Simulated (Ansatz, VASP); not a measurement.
**Two plane-wave programs on Cu**

File INCAR:

```
PREC     = Accurate       # precision mode
ENCUT    = 520            # plane-wave cutoff, eV
EDIFF    = 1E-6           # SCF threshold, eV
ISMEAR   = -1             # smearing method
SIGMA    = 0.1            # smearing width, eV
LREAL    = F              # projectors in reciprocal space
LASPH    = T              # aspherical terms in the spheres
NELM     = 60             # most SCF steps
ALGO     = Normal         # electronic algorithm
ISIF     = 2              # what is computed and relaxed
LWAVE    = F              # write WAVECAR
LCHARG   = F              # write CHGCAR
GGA      = PE             # functional
NBANDS   = 24             # bands
```

The input KPOINTS:

```
regular mesh
0
Gamma
  12 12 17
```

Contents of POSCAR:

```
Cu
1.0
    4.0130774747      0.0000000000      0.0000000000
   -2.0065387373      3.4754270404      0.0000000000
    0.0000000000      0.0000000000      2.4104873155
Cu
3
Direct
    0.0000000000      0.0000000000      0.0000000000
    0.3333333333      0.6666666667      0.5000000000
    0.6666666667      0.3333333333      0.5000000000
```

Input for Ansatz:

```yaml
crystal:
  lattice:
    - [4.0130774747, 0.0, 0.0]
    - [-2.0065387373, 3.4754270404, 0.0]
    - [0.0, 0.0, 2.4104873155]
  atoms:
    - { symbol: Cu, position: [0.0, 0.0, 0.0] }
    - { symbol: Cu, position: [0.3333333333, 0.6666666667, 0.5] }
    - { symbol: Cu, position: [0.6666666667, 0.3333333333, 0.5] }
hamiltonian:
  xc: pbe
  pseudopotentials:
    kind: paw
    azcp:
      Cu: "pseudopotentials/Cu.paw.azcp"
basis:
  ecutwfc: 420
  fft_grid_basis: typed
kpoints:
  mp_grid: { grid: [12, 12, 17], shift: [0, 0, 0] }
magnetization:
  spin_polarized: false
scf:
  occupations: { method: fermi_dirac, width: 0.1 }
output:
  stress: true
```

Alike in both runs: task single point; functional PBE; k mesh 12 × 12 × 17; occupations fermi-dirac, width 0.1 eV; no spin polarisation.

|  | VASP | Ansatz |
| --- | --- | --- |
| version | VASP 6.6.1 | Ansatz 0.2.0 |
| potentials or method | VASP PAW PBE potentials, release 64 (Cu), cutoff 520 eV | plane waves (420 eV) with PAW, scalar-relativistic |
| valence electrons in the cell | 33 | 57 |

Ansatz gave:

| Item | Value |
| --- | --- |
| pressure (GPa) | 13.8 |
| traceless stress, the component that is largest in VASP (GPa) | -0.22 |

Question: Estimate VASP's values.

Answer: Pressure (GPa): 14.6; traceless stress, the component that is largest in VASP (GPa): -0.32.

VASP's potentials hold 33 valence electrons a cell and Ansatz's 57, so a difference there can come from the potentials and not from the codes.
